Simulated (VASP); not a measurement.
# Ge (Cmmm) in VASP: notebook

The runs below take Ge through single point, with LDA, PBEsol.

Everything below comes from runs of VASP 6.6.1. Logs are shortened: lines on timing, memory, paths and dates and some standing lists are left out, and cuts for length are marked.

## 1. The cell of the first run

It takes space group Cmmm (No. 65, orthorhombic). Conventional cell: a = 2.737 Å, b = 5.095 Å, c = 2.643 Å, α = 90.00°, β = 90.00°, γ = 90.00°. Within 3.5 Å of Ge (site symmetry mmm) lie 8 Ge at 2.64 to 2.89 Å.

## 2. Single point, LDA (volume scaled by 0.94)

File INCAR:

```
  PREC = Accurate
  ENCUT = 520
  EDIFF = 1E-7
  ISMEAR = -1
  SIGMA = 0.05
  LREAL = F
  LASPH = T
  NELM = 100
  ALGO = Normal
  ISIF = 2
  LWAVE = F
  LCHARG = T
  GGA = CA
  LELF = T
  LVHAR = T
  NBANDS = 13
```

File KPOINTS:

```
Automatic mesh
0
Gamma
  11 11 10
```

File POSCAR:

```
Ge
1.0
    1.3686277522     -2.5474293491      0.0000000000
    1.3686277522      2.5474293491      0.0000000000
    0.0000000000      0.0000000000      2.6431496057
Ge
1
Direct
    0.5000000000      0.5000000000      0.0000000000
```

Potentials or basis: VASP PAW LDA potentials, release 64 (Ge_d).

On the command line:

```
$ cat potpaw_LDA.64/Ge_d/POTCAR > POTCAR
$ mpirun -np 1 vasp_std > vasp.out
```

OUTCAR:

```text
PREC = Accurate
   ENCUT = 520
   EDIFF = 1E-7
   ISMEAR = -1
   LREAL = F
   LASPH = T
   NELM = 100
   ISIF = 2
   GGA = CA

 ion  position               nearest neighbor table
   1  0.500  0.500  0.000-

  LATTYP: Found a base centered orthorhombic cell.
 ALAT       =     2.7372555044
 B/A-ratio  =     1.8613018368
 C/A-ratio  =     0.9656203454

  Lattice vectors:

 A1 = (   1.3686277522,  -2.5474293491,   0.0000000000)
 A2 = (   1.3686277522,   2.5474293491,   0.0000000000)
 A3 = (   0.0000000000,   0.0000000000,   2.6431496057)

Analysis of symmetry for initial positions (statically):
=====================================================================
 Subroutine PRICEL returns:
 Original cell was already a primitive cell.

 Routine SETGRP: Setting up the symmetry group for a
 base centered orthorhombic supercell.

 Subroutine GETGRP returns: Found  8 space group operations
 (whereof  8 operations were pure point group operations)
 out of a pool of  8 trial point group operations.

The static configuration has the point symmetry D_2h.

Analysis of symmetry for dynamics (positions and initial velocities):
=====================================================================
 Subroutine PRICEL returns:
 Original cell was already a primitive cell.

 Routine SETGRP: Setting up the symmetry group for a
 base centered orthorhombic supercell.

 Subroutine GETGRP returns: Found  8 space group operations
 (whereof  8 operations were pure point group operations)
 out of a pool of  8 trial point group operations.

The dynamic configuration has the point symmetry D_2h.

 Subroutine INISYM returns: Found  8 space group operations
 (whereof  8 operations are pure point group operations),
 and found     1 'primitive' translations

----------------------------------------------------------------------------------------

                                     Primitive cell

  volume of cell :      18.4306

  direct lattice vectors                    reciprocal lattice vectors
     1.368627752 -2.547429349  0.000000000     0.365329432 -0.196276297  0.000000000
     1.368627752  2.547429349  0.000000000     0.365329432  0.196276297  0.000000000
     0.000000000  0.000000000  2.643149606     0.000000000  0.000000000  0.378336511

  length of vectors
     2.891805355  2.891805355  2.643149606     0.414716746  0.414716746  0.378336511

  position of ions in fractional coordinates (direct lattice)
     0.500000000  0.500000000  0.000000000

  ion indices of the primitive-cell ions
   primitive index   ion index
                 1           1

----------------------------------------------------------------------------------------

 KPOINTS: Automatic mesh

Automatic generation of k-mesh.
 Grid dimensions read from file:
 generate k-points for:   11   11   10

 Generating k-lattice:

  Cartesian coordinates                     Fractional coordinates (reciprocal lattice)
     0.033211767 -0.017843300  0.000000000     0.090909091  0.000000000  0.000000000
     0.033211767  0.017843300  0.000000000     0.000000000  0.090909091  0.000000000
     0.000000000  0.000000000  0.037833651     0.000000000  0.000000000  0.100000000

  Length of vectors
     0.037701522  0.037701522  0.037833651

  Shift w.r.t. Gamma in fractional coordinates (k-lattice)
     0.000000000  0.000000000  0.000000000

 Subroutine IBZKPT returns following result:
 ===========================================

 Found    216 irreducible k-points:

 Following reciprocal coordinates:
            Coordinates               Weight
  0.000000  0.000000  0.000000      1.000000
  0.090909 -0.000000  0.000000      4.000000
  0.181818 -0.000000  0.000000      4.000000
  0.272727  0.000000  0.000000      4.000000
  0.363636  0.000000  0.000000      4.000000
  0.454545 -0.000000  0.000000      4.000000
[... 16 lines left out ...]
 -0.272727  0.181818  0.000000      4.000000
 -0.181818  0.181818  0.000000      2.000000
 [... further k-points ...]
   k-points           NKPTS =    216   k-points in BZ     NKDIM =    216   number of bands    NBANDS=     13
   number of dos      NEDOS =    301   number of ions     NIONS =      1
   total plane-waves  NPLWV =  11520
   dimension x,y,z NGX =    24 NGY =   24 NGZ =   20
   dimension x,y,z NGXF=    48 NGYF=   48 NGZF=   40
   ions per type =               1
   NGX,Y,Z   is equivalent  to a cutoff of  13.80, 13.80, 12.58 a.u.
   NGXF,Y,Z  is equivalent  to a cutoff of  27.59, 27.59, 25.16 a.u.
 SYSTEM =  unknown system
   PREC   = accura    normal or accurate (medium, high low for compatibility)
   ISTART =      0    job   : 0-new  1-cont  2-samecut
   ICHARG =      2    charge: 1-file 2-atom 10-const
   ISPIN  =      1    spin polarized calculation?
   LNONCOLLINEAR =      F non collinear calculations
   LSORBIT =      F    spin-orbit coupling
   LASPH  =      T    aspherical Exc in radial PAW
   ENCUT  =  520.0 eV  38.22 Ry    6.18 a.u.   5.38  5.38  4.91*2*pi/ulx,y,z
   NELM   =    100;   NELMIN=  2; NELMDL= -5     # of ELM steps
   EDIFF  = 0.1E-06   stopping-criterion for ELM
   LREAL  =      F    real-space projection
   EDIFFG = 0.1E-05   stopping-criterion for IOM
   NSW    =      0    number of steps for IOM
   IBRION =     -1    ionic relax: 0-MD 1-quasi-New 2-CG
   NFREE  =      0    steps in history (QN), initial steepest desc. (CG)
   ISIF   =      2    stress and relaxation
   ISYM   =      2    0-nonsym 1-usesym 2-fastsym
   POTIM  = 0.5000    time-step for ionic-motion
   TEBEG  =    0.0;   TEEND  =   0.0 temperature during run
   PSTRESS=    0.0 pullay stress
   NELECT =      14.0000    total number of electrons
   NUPDOWN=      -1.0000    fix difference up-down
   EMIN   =  10.00;   EMAX   =-10.00  energy-range for DOS
   EFERMI =   0.00;   METHOD = LEGACY
   ISMEAR =    -1;   SIGMA  =   0.05  broadening in eV -4-tet -1-fermi 0-gaus
   EFERMI_NEDOS =   21; number of points for ismear=-14 and -15
   IALGO  =     38    algorithm
   IMIX   =      4    mixing-type and parameters
     AMIX     =   0.40;   BMIX     =  1.00
     AMIX_MAG =   1.60;   BMIX_MAG =  1.00
  volume/ion in A,a.u.               =      18.43       124.38
  Fermi-wavevector in a.u.,A,eV,Ry     =   1.493727  2.822734 30.357577  2.231219
  Thomas-Fermi vector in A             =   2.606090
   LORBIT       =      0    0 simple, 1 ext, 2 COOP (PROOUT), +10 PAW based schemes
   GGA     = CA    functional components
   LHFCALC =     F    Hartree Fock is set to
   AEXX    =    0.0000 exact exchange contribution
   IVDW    =     0    specifies the selected vdW correction
   LEPSILON=     F    determine dielectric tensor
   LRPA    =     F    only Hartree local field effects (RPA)
 non-spin polarized calculation
  energy-cutoff  :      520.00
  volume of cell :       18.43
 maximum number of plane-waves:       510
 NGX is ok and might be reduce to    24
   NGX = 11   NGY = 11   NGZ =  9

 number of electron      13.9999990 magnetization

 Free energy of the ion-electron system (eV)
  ---------------------------------------------------
  ext. energy  EPLUGINS =         0.00000000
  ---------------------------------------------------
  free energy    TOTEN  =        -4.98902361 eV

  energy without entropy =       -4.98536373  energy(sigma->0) =       -4.98719367

 E-fermi :   6.5654     XC(G=0): -11.6338

 val. band max:        6.5637297822   @ k =   0.1818   0.1818   0.3000
 cond. band min:       6.5661807457   @ k =  -0.4545   0.0909   0.5000
 fundamental gap:      0.0024509635
 Fermi energy:         6.5654352901

 k-point     1 :       0.0000    0.0000    0.0000
  band No.  band energies     occupation
      1     -18.2691      2.00000
      2     -18.1959      2.00000
      3     -18.1356      2.00000
      4     -18.0133      2.00000
      5     -17.9919      2.00000
      6      -6.7736      2.00000
      7      13.5450      0.00000
      8      14.0797      0.00000
      9      15.6837      0.00000
     10      17.1301      0.00000
     11      19.5672      0.00000
     12      22.0988      0.00000
     13      22.2880      0.00000

 k-point     2 :       0.0909   -0.0000    0.0000
  band No.  band energies     occupation
      1     -18.2621      2.00000
      2     -18.1857      2.00000
      3     -18.1368      2.00000
      4     -18.0148      2.00000
      5     -17.9967      2.00000
      6      -6.5633      2.00000
      7      13.1724      0.00000
      8      13.7519      0.00000
      9      14.0295      0.00000
     10      17.5944      0.00000
     11      19.2151      0.00000
     12      20.9085      0.00000
     13      23.5726      0.00000

 k-point     3 :       0.1818   -0.0000    0.0000
  band No.  band energies     occupation
      1     -18.2469      2.00000
      2     -18.1668      2.00000
      3     -18.1286      2.00000
      4     -18.0204      2.00000
      5     -18.0079      2.00000
      6      -5.9324      2.00000
      7      10.2647      0.00000
      8      12.5013      0.00000
      9      14.3598      0.00000
     10      16.9342      0.00000
     11      18.8033      0.00000
     12      22.9574      0.00000
     13      26.2378      0.00000

 k-point     4 :       0.2727    0.0000    0.0000
  band No.  band energies     occupation
      1     -18.2359      2.00000
      2     -18.1605      2.00000
      3     -18.0909      2.00000
      4     -18.0338      2.00000
      5     -18.0166      2.00000
      6      -4.8846      2.00000
      7       6.9893      0.00042
      8      11.3945      0.00000
      9      15.3219      0.00000
     10      15.6687      0.00000
     11      19.7172      0.00000
     12      25.6968      0.00000
     13      28.7382      0.00000

 k-point     5 :       0.3636    0.0000    0.0000
  band No.  band energies     occupation
      1     -18.2365      2.00000
      2     -18.1523      2.00000
      3     -18.0493      2.00000
      4     -18.0487      2.00000
      5     -18.0213      2.00000
      6      -3.4451      2.00000
      7       3.9730      2.00000
      8      10.6138      0.00000
      9      14.8067      0.00000
     10      16.5095      0.00000
     11      21.0453      0.00000
     12      26.0396      0.00000
     13      26.9135      0.00000

 k-point     6 :       0.4545   -0.0000    0.0000
  band No.  band energies     occupation
      1     -18.2408      2.00000
      2     -18.1446      2.00000
      3     -18.0588      2.00000
      4     -18.0237      2.00000
      5     -18.0227      2.00000
      6      -1.7962      2.00000
      7       1.5175      2.00000
      8      10.2109      0.00000
      9      14.3790      0.00000
     10      17.5283      0.00000
     11      22.7414      0.00000
     12      24.2589      0.00000
     13      24.8304      0.00000

 k-point     7 :       0.0909    0.0909    0.0000
  band No.  band energies     occupation
      1     -18.2500      2.00000
      2     -18.1533      2.00000
      3     -18.1491      2.00000
      4     -18.0154      2.00000
      5     -18.0091      2.00000
      6      -6.1185      2.00000
      7      11.2849      0.00000
      8      12.8415      0.00000
      9      14.1858      0.00000
     10      18.0451      0.00000
     11      18.1520      0.00000
     12      20.3590      0.00000
     13      27.1022      0.00000
[... 193 lines left out ...]
 k-point    20 :       0.4545    0.1818    0.0000
  band No.  band energies     occupation
      1     -18.2103      2.00000
      2     -18.1404      2.00000
      3     -18.0551      2.00000
      4     -18.0521      2.00000
      5     -18.0312      2.00000
      6      -1.5148      2.00000
      7       2.3366      2.00000
      8       6.0836      1.99987
      9      17.7687      0.00000
     10      19.6507      0.00000
     11      23.0769      0.00000
     12      24.8935      0.00000
     13      25.5577      0.00000

 k-point    21 :      -0.4545    0.1818    0.0000
  band No.  band energies     occupation
      1     -18.2114      2.00000
      2     -18.1548      2.00000
      3     -18.0700      2.00000
      4     -18.0469      2.00000
      5     -18.0237      2.00000
      6      -3.0973      2.00000
      7       4.5712      2.00000
      8       6.5807      0.84881
      9      16.7684      0.00000
     10      20.1158      0.00000
     11      21.5765      0.00000
     12      26.4366      0.00000
     13      26.6511      0.00000

 k-point    22 :      -0.3636    0.1818    0.0000
  band No.  band energies     occupation
      1     -18.2244      2.00000
      2     -18.1753      2.00000
      3     -18.0809      2.00000
      4     -18.0411      2.00000
      5     -18.0112      2.00000
      6      -4.4636      2.00000
      7       6.2391      1.99708
      8       8.6316      0.00000
      9      15.6614      0.00000
     10      19.7857      0.00000
     11      21.1947      0.00000
     12      24.1548      0.00000
     13      27.9910      0.00000

 k-point    23 :      -0.2727    0.1818    0.0000
  band No.  band energies     occupation
      1     -18.2470      2.00000
      2     -18.1856      2.00000
      3     -18.0927      2.00000
      4     -18.0343      2.00000
      5     -17.9999      2.00000
      6      -5.4513      2.00000
      7       7.4821      0.00000
      8      11.7663      0.00000
      9      14.7823      0.00000
     10      18.6681      0.00000
     11      20.0510      0.00000
     12      23.8103      0.00000
     13      28.3920      0.00000

 k-point    24 :      -0.1818    0.1818    0.0000
  band No.  band energies     occupation
      1     -18.2583      2.00000
      2     -18.1920      2.00000
      3     -18.1057      2.00000
      4     -18.0275      2.00000
      5     -17.9947      2.00000
      6      -6.0299      2.00000
      7       8.9424      0.00000
      8      14.1434      0.00000
      9      14.2489      0.00000
     10      17.5639      0.00000
     11      19.2124      0.00000
     12      25.0753      0.00000
     13      25.2752      0.00000

 [... further k-points ...]
[... 5 lines left out ...]
  --------------------------------------------------------------------------------------
  -------------------------------------------------------------------------------------
  Total       -0.0297107     -0.4162363     -0.1855384      0.0000000      0.0000000      0.0000000
  in kB       -2.5827625    -36.1835565    -16.1289162      0.0000000      0.0000000      0.0000000
  external PRESSURE =     -18.2984117 kB  Pullay stress =       0.0000000 kB

 VOLUME and BASIS-vectors are now :
 -----------------------------------------------------------------------------
  energy-cutoff  :      520.00
  volume of cell :       18.43
      direct lattice vectors                 reciprocal lattice vectors
     1.368627752 -2.547429349  0.000000000     0.365329432 -0.196276297  0.000000000
     1.368627752  2.547429349  0.000000000     0.365329432  0.196276297  0.000000000
     0.000000000  0.000000000  2.643149606     0.000000000  0.000000000  0.378336511

 POSITION                                       TOTAL-FORCE (eV/Angst)
 -----------------------------------------------------------------------------------
      1.36863      0.00000      0.00000        -0.000000      0.000000      0.000000
 -----------------------------------------------------------------------------------
    total drift:                               -0.000000     -0.000000     -0.000000

  FREE ENERGIE OF THE ION-ELECTRON SYSTEM (eV)
  ---------------------------------------------------
  free  energy   TOTEN  =        -4.9890236062 eV

  energy  without entropy=       -4.9853637339  energy(sigma->0) =       -4.98719367
```

Run time: 10 s. Hardware: 1 thread of Intel Xeon 6975P-C (Granite Rapids), shared host; peak memory 0.15 GiB.

What came out:

```yaml
Free_energy: -4.9890 eV
Pressure: -1.8 GPa
Band_gap_on_the_k_mesh: zero (band 7 reaches 13.54 eV, above the bottom of band 8 at 4.01 eV)
```

## 3. Single point, PBEsol (volume scaled by 0.94)

File INCAR:

```
  ALGO = Normal
  EDIFF = 1E-6
  ENCUT = 520
  GGA = PS
  ISIF = 2
  ISMEAR = -1
  LASPH = T
  LCHARG = T
  LELF = T
  LREAL = F
  LVHAR = T
  LWAVE = F
  NBANDS = 13
  NELM = 60
  PREC = Accurate
  SIGMA = 0.05
```

File KPOINTS:

```
k-points
0
Gamma
  11 11 10
```

POSCAR is that of step 2.

Potentials or basis: VASP PAW PBE potentials, release 64 (Ge_d).

On the command line:

```
$ cat potpaw_PBE.64/Ge_d/POTCAR > POTCAR
$ mpirun -np 1 vasp_std > vasp.out
```

Run time: 11 s. Hardware: 1 thread of Intel Xeon 6975P-C (Granite Rapids), shared host; peak memory 0.17 GiB.

Results (log left out):

```yaml
Free_energy: -4.7474 eV
Pressure: -0.1 GPa
Band_gap_on_the_k_mesh: zero (band 7 reaches 13.73 eV, above the bottom of band 8 at 4.10 eV)
```

Stress tensor (GPa, compression positive):
```
 1.58  0.00  0.00
 0.00 -1.94  0.00
 0.00  0.00  0.14
```

Levels at points of the mesh, in eV from the Fermi level:
| k point | band 3 | band 4 | band 5 | band 6 | band 7 | band 8 | band 9 | band 10 | band 11 | band 12 |
| --- | --- | --- | --- | --- | --- | --- | --- | --- | --- | --- |
| (0.00, 0.00, 0.00) | -24.54 | -24.42 | -24.40 | -13.35 | 7.03 | 7.61 | 9.22 | 10.48 | 12.93 | 15.47 |
| (0.00, 0.00, 0.50) | -24.50 | -24.47 | -24.44 | -9.27 | -6.06 | 10.71 | 12.34 | 16.64 | 16.64 | 17.87 |

Caveat: the PAW data sets were made with another functional, which shifts forces and pressure a little.
